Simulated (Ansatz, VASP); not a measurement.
# SrLiBr3: VASP beside Ansatz

```
Li Sr Br
1.0
    -4.39758   -0.00090   -0.00046
    -0.00087    0.00395   -8.21036
    -0.00174   -8.64085    0.00406
Li Sr Br
2 2 6
Cartesian
  -2.2009 -5.3290 -3.6619
  -2.1987 -3.3116 -7.7594
  -0.0004 -0.9374 -5.0767
  -0.0018 -7.6950 -0.9671
  -2.1989 -3.2422 -5.1606
  -2.2030 -5.3935 -1.0564
  -0.0020 -6.5461 -3.9729
  -2.1993 -0.6205 -2.6458
  -2.2012 -8.0168 -6.7572
  0.0000 -2.0931 -8.0815
```

Change from the starting cell: cell x1, atoms moved at random (sigma 0.15 Å) and cell strained at random (1.5 %), then relaxed without symmetry.

Alike in both runs: functional PBE; k mesh 4 × 2 × 2; occupations gaussian, width 0.1 eV; no spin polarisation.

Ansatz relaxed the structure, and its values are those at the end. VASP's run is a single point on that final structure, the one shown.

|  | VASP | Ansatz |
| --- | --- | --- |
| version | VASP 6.6.1 | Ansatz 0.2.0 |
| potentials or method | VASP PAW PBE potentials, release 64 (Li_sv, Sr_sv, Br), cutoff 520 eV | scalar-relativistic, plane waves, PAW |
| valence electrons in the cell | 68 | 68 |

Ansatz gave:

```
gap on the k mesh at the Fermi level (eV) : 4.26
least direct gap on the mesh (eV)         : 4.31
rms of the force components (eV/Å)        : 0.007
```

Q: Which values does VASP return?

A: gap on the k mesh at the Fermi level (eV): 4.26; least direct gap on the mesh (eV): 4.31; rms of the force components (eV/Å): 0.008.

Noted on VASP's run: the cutoff is under 1.25 times that of the potentials, so the pressure is a little rough.
